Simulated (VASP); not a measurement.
# WC (P3m1) in VASP: a series of runs

The runs below take WC through single point, with PBEsol.

All numbers are computed with VASP 6.6.1; they aren't measurements. Logs are shortened: lines on timing, memory, paths and dates and some standing lists are left out, and cuts for length are marked.

### 1 The cell of the first run

It takes space group P3m1 (No. 156, trigonal). The conventional cell has a = 2.901 Å, b = 2.901 Å, c = 2.829 Å, α = 90.00°, β = 90.00°, γ = 120.00°. W (site symmetry 3m) has 6 C at 2.13 to 2.26 Å and 8 W at 2.83 to 2.90 Å within 3.0 Å. Within 3.0 Å of C (site symmetry 3m) lie 6 W at 2.13 to 2.26 Å and 8 C at 2.83 to 2.90 Å.

### 2 Single point, PBEsol

Input file INCAR:

```
PREC = Accurate
ENCUT = 520
EDIFF = 1E-7
ISMEAR = 0
SIGMA = 0.15
LREAL = False
LASPH = True
NELM = 100
ALGO = Normal
ISIF = 2
LWAVE = False
LCHARG = False
GGA = PS
NBANDS = 16
```

Input file KPOINTS:

```
Automatic mesh
0
Gamma
  18 18 16
```

Input file POSCAR:

```
WC
1.0
    2.9005014360      0.0000000000      0.0000000000
   -1.4502507180      2.5119079273      0.0000000000
    0.0000000000      0.0000000000      2.8290000000
W C
1 1
Direct
    0.0000000000      0.0000000000      0.0000000000
    0.6666666667      0.3333333333      0.5353481796
```

Potentials or basis: VASP PAW PBE potentials, release 64 (W_sv, C).

Command:

```bash
> cat potpaw_PBE.64/W_sv/POTCAR potpaw_PBE.64/C/POTCAR > POTCAR
> mpirun -np 1 vasp_std > vasp.out
```

OUTCAR:

```text
PREC = Accurate
   ENCUT = 520
   EDIFF = 1E-7
   ISMEAR = 0
   LREAL = False
   LASPH = True
   NELM = 100
   ISIF = 2
   GGA = PS

 ion  position               nearest neighbor table
   1  0.000  0.000  0.000-   2 2.13   2 2.13   2 2.13   2 2.26   2 2.26   2 2.26
   2  0.667  0.333  0.535-   1 2.13   1 2.13   1 2.13   1 2.26   1 2.26   1 2.26

  LATTYP: Found a hexagonal cell.
 ALAT       =     2.9005014360
 C/A-ratio  =     0.9753485949

  Lattice vectors:

 A1 = (   2.9005014360,   0.0000000000,   0.0000000000)
 A2 = (  -1.4502507180,   2.5119079273,   0.0000000000)
 A3 = (   0.0000000000,   0.0000000000,   2.8290000000)

Analysis of symmetry for initial positions (statically):
=====================================================================
 Subroutine PRICEL returns:
 Original cell was already a primitive cell.

 Routine SETGRP: Setting up the symmetry group for a
 hexagonal supercell.

 Subroutine GETGRP returns: Found  6 space group operations
 (whereof  6 operations were pure point group operations)
 out of a pool of 24 trial point group operations.

The static configuration has the point symmetry C_3v.

Analysis of symmetry for dynamics (positions and initial velocities):
=====================================================================
 Subroutine PRICEL returns:
 Original cell was already a primitive cell.

 Routine SETGRP: Setting up the symmetry group for a
 hexagonal supercell.

 Subroutine GETGRP returns: Found  6 space group operations
 (whereof  6 operations were pure point group operations)
 out of a pool of 24 trial point group operations.

The dynamic configuration has the point symmetry C_3v.

 Subroutine INISYM returns: Found  6 space group operations
 (whereof  6 operations are pure point group operations),
 and found     1 'primitive' translations

----------------------------------------------------------------------------------------

                                     Primitive cell

  volume of cell :      20.6115

  direct lattice vectors                    reciprocal lattice vectors
     2.900501436  0.000000000  0.000000000     0.344767973  0.199051882  0.000000000
    -1.450250718  2.511907927  0.000000000     0.000000000  0.398103764  0.000000000
     0.000000000  0.000000000  2.829000000     0.000000000  0.000000000  0.353481796

  length of vectors
     2.900501436  2.900501436  2.829000000     0.398103764  0.398103764  0.353481796

  position of ions in fractional coordinates (direct lattice)
     0.000000000  0.000000000  0.000000000
     0.666666667  0.333333333  0.535348180

  ion indices of the primitive-cell ions
   primitive index   ion index
                 1           1
                 2           2

----------------------------------------------------------------------------------------

 KPOINTS: Automatic mesh

Automatic generation of k-mesh.
 Grid dimensions read from file:
 generate k-points for:   18   18   16

 Generating k-lattice:

  Cartesian coordinates                     Fractional coordinates (reciprocal lattice)
     0.019153776  0.011058438  0.000000000     0.055555556  0.000000000  0.000000000
     0.000000000  0.022116876  0.000000000     0.000000000  0.055555556  0.000000000
     0.000000000  0.000000000  0.022092612     0.000000000  0.000000000  0.062500000

  Length of vectors
     0.022116876  0.022116876  0.022092612

  Shift w.r.t. Gamma in fractional coordinates (k-lattice)
     0.000000000  0.000000000  0.000000000

 Subroutine IBZKPT returns following result:
 ===========================================

 Found    522 irreducible k-points:

 Following reciprocal coordinates:
            Coordinates               Weight
  0.000000  0.000000  0.000000      1.000000
  0.055556  0.000000  0.000000      6.000000
  0.111111  0.000000  0.000000      6.000000
  0.166667  0.000000  0.000000      6.000000
  0.222222 -0.000000  0.000000      6.000000
  0.277778  0.000000  0.000000      6.000000
[... 16 lines left out ...]
  0.333333  0.111111  0.000000     12.000000
  0.388889  0.111111  0.000000     12.000000
 [... further k-points ...]
   k-points           NKPTS =    522   k-points in BZ     NKDIM =    522   number of bands    NBANDS=     16
   number of dos      NEDOS =    301   number of ions     NIONS =      2
   total plane-waves  NPLWV =  13824
   dimension x,y,z NGX =    24 NGY =   24 NGZ =   24
   dimension x,y,z NGXF=    48 NGYF=   48 NGZF=   48
   ions per type =               1   1
   NGX,Y,Z   is equivalent  to a cutoff of  13.76, 13.76, 14.10 a.u.
   NGXF,Y,Z  is equivalent  to a cutoff of  27.51, 27.51, 28.21 a.u.
 SYSTEM =  unknown system
   PREC   = accura    normal or accurate (medium, high low for compatibility)
   ISTART =      0    job   : 0-new  1-cont  2-samecut
   ICHARG =      2    charge: 1-file 2-atom 10-const
   ISPIN  =      1    spin polarized calculation?
   LNONCOLLINEAR =      F non collinear calculations
   LSORBIT =      F    spin-orbit coupling
   LASPH  =      T    aspherical Exc in radial PAW
   ENCUT  =  520.0 eV  38.22 Ry    6.18 a.u.   5.39  5.39  5.26*2*pi/ulx,y,z
   NELM   =    100;   NELMIN=  2; NELMDL= -5     # of ELM steps
   EDIFF  = 0.1E-06   stopping-criterion for ELM
   LREAL  =      F    real-space projection
   EDIFFG = 0.1E-05   stopping-criterion for IOM
   NSW    =      0    number of steps for IOM
   IBRION =     -1    ionic relax: 0-MD 1-quasi-New 2-CG
   NFREE  =      0    steps in history (QN), initial steepest desc. (CG)
   ISIF   =      2    stress and relaxation
   ISYM   =      2    0-nonsym 1-usesym 2-fastsym
   POTIM  = 0.5000    time-step for ionic-motion
   TEBEG  =    0.0;   TEEND  =   0.0 temperature during run
   PSTRESS=    0.0 pullay stress
   NELECT =      18.0000    total number of electrons
   NUPDOWN=      -1.0000    fix difference up-down
   EMIN   =  10.00;   EMAX   =-10.00  energy-range for DOS
   EFERMI =   0.00;   METHOD = LEGACY
   ISMEAR =     0;   SIGMA  =   0.15  broadening in eV -4-tet -1-fermi 0-gaus
   EFERMI_NEDOS =   21; number of points for ismear=-14 and -15
   IALGO  =     38    algorithm
   IMIX   =      4    mixing-type and parameters
     AMIX     =   0.40;   BMIX     =  1.00
     AMIX_MAG =   1.60;   BMIX_MAG =  1.00
  volume/ion in A,a.u.               =      10.31        69.55
  Fermi-wavevector in a.u.,A,eV,Ry     =   1.564813  2.957068 33.315762  2.448639
  Thomas-Fermi vector in A             =   2.667381
   LORBIT       =      0    0 simple, 1 ext, 2 COOP (PROOUT), +10 PAW based schemes
   GGA     = PS    functional components
   LHFCALC =     F    Hartree Fock is set to
   AEXX    =    0.0000 exact exchange contribution
   IVDW    =     0    specifies the selected vdW correction
   LEPSILON=     F    determine dielectric tensor
   LRPA    =     F    only Hartree local field effects (RPA)
 non-spin polarized calculation
 Gauss-broadening in eV      SIGMA  =   0.15
  energy-cutoff  :      520.00
  volume of cell :       20.61
 maximum number of plane-waves:       580
 NGX is ok and might be reduce to    24
   NGX = 11   NGY = 11   NGZ = 11

 number of electron      18.0000001 magnetization

 Free energy of the ion-electron system (eV)
  ---------------------------------------------------
  ext. energy  EPLUGINS =         0.00000000
  ---------------------------------------------------
  free energy    TOTEN  =       -23.82818265 eV

  energy without entropy =      -23.82446784  energy(sigma->0) =      -23.82632524

 E-fermi :  11.0454     XC(G=0): -13.9590

 val. band max:       11.0347202224   @ k =   0.0556   0.0000   0.0625
 cond. band min:      11.0497578999   @ k =   0.0556   0.0000   0.1875
 fundamental gap:      0.0150376775
 Fermi energy:        11.0454364964

 k-point     1 :       0.0000    0.0000    0.0000
  band No.  band energies     occupation
      1     -62.8703      2.00000
      2     -26.8582      2.00000
      3     -26.7610      2.00000
      4     -26.7610      2.00000
      5      -3.4463      2.00000
      6       6.5372      2.00000
[... 8 lines left out ...]
     15      25.1227      0.00000
     16      27.8138      0.00000

 k-point     2 :       0.0556    0.0000    0.0000
  band No.  band energies     occupation
      1     -62.8685      2.00000
      2     -26.8549      2.00000
      3     -26.7879      2.00000
      4     -26.7671      2.00000
      5      -3.3632      2.00000
      6       6.5651      2.00000
[... 8 lines left out ...]
     15      24.9825      0.00000
     16      27.9846      0.00000

 k-point     3 :       0.1111    0.0000    0.0000
  band No.  band energies     occupation
      1     -62.8632      2.00000
      2     -26.8662      2.00000
      3     -26.8437      2.00000
      4     -26.7845      2.00000
      5      -3.1206      2.00000
      6       6.5398      2.00000
[... 8 lines left out ...]
     15      24.7405      0.00000
     16      28.4772      0.00000

 k-point     4 :       0.1667    0.0000    0.0000
  band No.  band energies     occupation
      1     -62.8551      2.00000
      2     -26.9816      2.00000
      3     -26.8293      2.00000
      4     -26.8111      2.00000
      5      -2.7379      2.00000
      6       6.1948      2.00000
[... 8 lines left out ...]
     15      24.6263      0.00000
     16      29.1731      0.00000

 k-point     5 :       0.2222   -0.0000    0.0000
  band No.  band energies     occupation
      1     -62.8452      2.00000
      2     -27.1216      2.00000
      3     -26.8436      2.00000
      4     -26.8107      2.00000
      5      -2.2458      2.00000
      6       5.6641      2.00000
[... 8 lines left out ...]
     15      24.7929      0.00000
     16      29.1404      0.00000

 k-point     6 :       0.2778    0.0000    0.0000
  band No.  band energies     occupation
      1     -62.8347      2.00000
      2     -27.2676      2.00000
      3     -26.8779      2.00000
      4     -26.7907      2.00000
      5      -1.6857      2.00000
      6       5.1288      2.00000
[... 8 lines left out ...]
     15      25.3277      0.00000
     16      28.7796      0.00000

 k-point     7 :       0.3333   -0.0000    0.0000
  band No.  band energies     occupation
      1     -62.8248      2.00000
      2     -27.4020      2.00000
      3     -26.9099      2.00000
      4     -26.7718      2.00000
      5      -1.1106      2.00000
      6       4.6590      2.00000
[... 8 lines left out ...]
     15      25.9564      0.00000
     16      27.6639      0.00000

 k-point     8 :       0.3889   -0.0000    0.0000
  band No.  band energies     occupation
      1     -62.8167      2.00000
      2     -27.5098      2.00000
      3     -26.9358      2.00000
      4     -26.7564      2.00000
      5      -0.5904      2.00000
      6       4.2902      2.00000
[... 8 lines left out ...]
     15      25.3493      0.00000
     16      27.7768      0.00000

 k-point     9 :       0.4444   -0.0000    0.0000
  band No.  band energies     occupation
      1     -62.8114      2.00000
      2     -27.5793      2.00000
      3     -26.9527      2.00000
      4     -26.7463      2.00000
      5      -0.2140      2.00000
      6       4.0493      2.00000
[... 8 lines left out ...]
     15      24.3408      0.00000
     16      28.4778      0.00000
[... 172 lines left out ...]
 k-point    19 :       0.1111    0.1111    0.0000
  band No.  band energies     occupation
      1     -62.8507      2.00000
      2     -27.0359      2.00000
      3     -26.8353      2.00000
      4     -26.8209      2.00000
      5      -2.5175      2.00000
      6       5.9827      2.00000
[... 8 lines left out ...]
     15      24.6819      0.00000
     16      29.2306      0.00000

 k-point    20 :       0.1667    0.1111    0.0000
  band No.  band energies     occupation
      1     -62.8414      2.00000
      2     -27.1567      2.00000
      3     -26.8759      2.00000
      4     -26.8033      2.00000
      5      -2.0391      2.00000
      6       5.5140      2.00000
[... 8 lines left out ...]
     15      24.9418      0.00000
     16      29.1515      0.00000

 k-point    21 :       0.2222    0.1111    0.0000
  band No.  band energies     occupation
      1     -62.8315      2.00000
      2     -27.2824      2.00000
      3     -26.9196      2.00000
      4     -26.7845      2.00000
      5      -1.4910      2.00000
      6       5.0487      2.00000
[... 8 lines left out ...]
     15      25.5008      0.00000
     16      28.6990      0.00000

 k-point    22 :       0.2778    0.1111    0.0000
  band No.  band energies     occupation
      1     -62.8222      2.00000
      2     -27.3983      2.00000
      3     -26.9605      2.00000
      4     -26.7668      2.00000
      5      -0.9248      2.00000
      6       4.6405      2.00000
[... 8 lines left out ...]
     15      26.1652      0.00000
     16      27.6446      0.00000

 k-point    23 :       0.3333    0.1111    0.0000
  band No.  band energies     occupation
      1     -62.8145      2.00000
      2     -27.4914      2.00000
      3     -26.9938      2.00000
      4     -26.7523      2.00000
      5      -0.4103      2.00000
      6       4.3220      2.00000
[... 8 lines left out ...]
     15      25.7851      0.00000
     16      27.7205      0.00000

 k-point    24 :       0.3889    0.1111    0.0000
  band No.  band energies     occupation
      1     -62.8095      2.00000
      2     -27.5515      2.00000
      3     -27.0154      2.00000
      4     -26.7428      2.00000
      5      -0.0373      2.00000
      6       4.1164      2.00000
[... 8 lines left out ...]
     15      24.9161      0.00000
     16      28.3654      0.00000

 [... further k-points ...]

------------------------ aborting loop because EDIFF is reached ----------------------------------------

  FORCE on cell =-STRESS in cart. coord.  units (eV):
  Direction    XX          YY          ZZ          XY          YZ          ZX
  --------------------------------------------------------------------------------------
  -------------------------------------------------------------------------------------
  Total        0.3118275      0.3118275      0.4744505      0.0000000      0.0000000      0.0000000
  in kB       24.2390327     24.2390327     36.8800676      0.0000000      0.0000000      0.0000000
  external PRESSURE =      28.4527110 kB  Pullay stress =       0.0000000 kB

 VOLUME and BASIS-vectors are now :
 -----------------------------------------------------------------------------
  energy-cutoff  :      520.00
  volume of cell :       20.61
      direct lattice vectors                 reciprocal lattice vectors
     2.900501436  0.000000000  0.000000000     0.344767973  0.199051882  0.000000000
    -1.450250718  2.511907927  0.000000000     0.000000000  0.398103764  0.000000000
     0.000000000  0.000000000  2.829000000     0.000000000  0.000000000  0.353481796

 POSITION                                       TOTAL-FORCE (eV/Angst)
 -----------------------------------------------------------------------------------
      0.00000      0.00000      0.00000         0.000000     -0.000000      1.473231
      1.45025      0.83730      1.51450        -0.000000      0.000000     -1.473231
 -----------------------------------------------------------------------------------
    total drift:                               -0.000000      0.000000     -0.000055

  FREE ENERGIE OF THE ION-ELECTRON SYSTEM (eV)
  ---------------------------------------------------
  free  energy   TOTEN  =       -23.8281826476 eV

  energy  without entropy=      -23.8244678357  energy(sigma->0) =      -23.82632524
```

Wall time 83 s (1 thread of AMD EPYC 9R45 (Zen 5), shared host); peak memory 0.26 GiB.

What came out:

```
Free energy            : -23.8282 eV
Pressure               : 2.8 GPa
Largest force          : 1.473 eV/Å
Band gap on the k mesh : zero (bands 9 and 10 overlap by 1.19 eV)
```

Forces on the atoms (eV/Å):
```
W    0.000  0.000  1.473
C    0.000  0.000 -1.473
```

Caveat: the cell differs from its parent crystal (all C atoms moved -0.100 Å, as atom 2 towards its neighbour atom 2 (C) at 2.829 Å); the PAW data sets were made with another functional, which shifts forces and pressure a little; spin-orbit coupling is left out, which moves the levels of the heavy elements.

### 3 Single point, PBEsol

Input file INCAR:

```
SYSTEM = WC
PREC = Accurate ; ENCUT = 520
EDIFF = 1E-7 ; ISMEAR = 0
SIGMA = 0.15 ; LREAL = .False.
LASPH = .True. ; NELM = 80
ALGO = Normal ; ISIF = 2
LWAVE = .False. ; LCHARG = .False.
GGA = PS ; NBANDS = 16
```

Input file KPOINTS:

```
regular mesh
0
Gamma
  18 18 16
  0 0 0
```

Changes to POSCAR since step 2:

```diff
@@ -9,2 +9,2 @@
     0.0000000000      0.0000000000      0.0000000000
-    0.6666666667      0.3333333333      0.5353481796
+    0.6666666667      0.3333333333      0.4823259102
```

Potentials or basis: VASP PAW PBE potentials, release 64 (W_sv, C).

Command:

```bash
> cat potpaw_PBE.64/W_sv/POTCAR potpaw_PBE.64/C/POTCAR > POTCAR
> mpirun -np 1 vasp_std > vasp.out
```

It took 81 s on 1 thread of AMD EPYC 9R45 (Zen 5), shared host; peak memory 0.25 GiB.

It converged, with:

```yaml
Free_energy: -23.8832 eV
Pressure: 1.1 GPa
Largest_force: 0.730 eV/Å
Band_gap_on_the_k_mesh: zero (bands 9 and 10 overlap by 1.22 eV)
```

Forces in eV/Å, atoms in the order of the input:
```
W    0.000  0.000 -0.730
C    0.000  0.000  0.730
```

Stress tensor (GPa, compression positive):
```
0.91 0.00 0.00
0.00 0.91 0.00
0.00 0.00 1.53
```

Levels at points of the mesh, in eV from the Fermi level:
```csv
k point,band 6,band 7,band 8,band 9,band 10,band 11,band 12,band 13
"(0.00, 0.00, 0.00)",-4.40,-3.38,-3.38,0.17,3.24,3.24,5.73,5.73
"(0.50, 0.00, 0.00)",-7.07,-3.74,-3.51,-0.48,2.39,4.57,4.93,6.82
"(0.00, 0.00, 0.50)",-8.71,-2.07,-2.07,-0.59,-0.59,3.75,4.56,4.56
"(0.50, 0.00, 0.50)",-6.53,-4.36,-4.18,0.31,4.47,5.38,6.71,9.28
```

Caveat: the cell differs from its parent crystal (all C atoms moved +0.050 Å, as atom 2 towards its neighbour atom 2 (C) at 2.829 Å); the PAW data sets were made with another functional, which shifts forces and pressure a little; spin-orbit coupling is left out, which moves the levels of the heavy elements.
